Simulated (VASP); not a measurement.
Write the native input for VASP 6.6.1 that does the following.

| Item | Value |
| --- | --- |
| Task | single point |
| Functional | PBEsol |
| Potentials or basis | VASP PAW PBE potentials, release 64 (Ga_d, P) |
| Cutoff | 520 eV |
| k mesh | 12 × 12 × 12 |
| Occupations | gaussian, width 0.02 eV |
| Spin | no spin polarisation |
| Dipole correction | no |
| Further INCAR settings | ALGO = Normal; EDIFF = 1e-07; NBANDS = 26 |

The structure of GaP lies in POSCAR:

```
GaP
1.0
    1.9146854442      1.1054441566      6.3584509120
   -1.9146854442      1.1054441566      6.3584509120
    0.0000000000     -2.2108883133      6.3584509120
Ga P
2 2
Direct
    0.4358004084      0.4358004084      0.4358004084
    0.5641995916      0.5641995916      0.5641995916
    0.0577951085      0.0577951085      0.0577951085
    0.9422048915      0.9422048915      0.9422048915
```

These files were run (other wordings do the same):

INCAR

```
SYSTEM = GaP
  PREC = Accurate
  ENCUT = 520
  EDIFF = 1E-7
  ISMEAR = 0
  SIGMA = 0.02
  LREAL = .FALSE.
  LASPH = .TRUE.
  NELM = 60
  ALGO = Normal
  ISIF = 2
  LWAVE = .FALSE.
  LCHARG = .TRUE.
  GGA = PS
  LELF = .TRUE.
  LVHAR = .TRUE.
  NBANDS = 26
```

KPOINTS

```
regular mesh
0
G
  12 12 12
  0 0 0
```

Potentials or basis: VASP PAW PBE potentials, release 64 (Ga_d, P).

The run is started by

```bash
$ cat potpaw_PBE.64/Ga_d/POTCAR potpaw_PBE.64/P/POTCAR > POTCAR
$ mpirun -np 1 vasp_std > vasp.out
```

It gave:

```json
{
 "Pressure": "0.0 GPa",
 "Largest force": "0.010 eV/Å",
 "Band gap on the k mesh": "0.69 eV (least direct gap 1.15 eV)"
}
```

Caveat: the PAW data sets were made with another functional, which shifts forces and pressure a little.

Wall time 17 min on 1 thread of Intel(R) Xeon(R) Platinum 8259CL CPU @ 2.50GHz (Skylake/Cascade Lake) (shared host), peak memory 0.57 GiB.
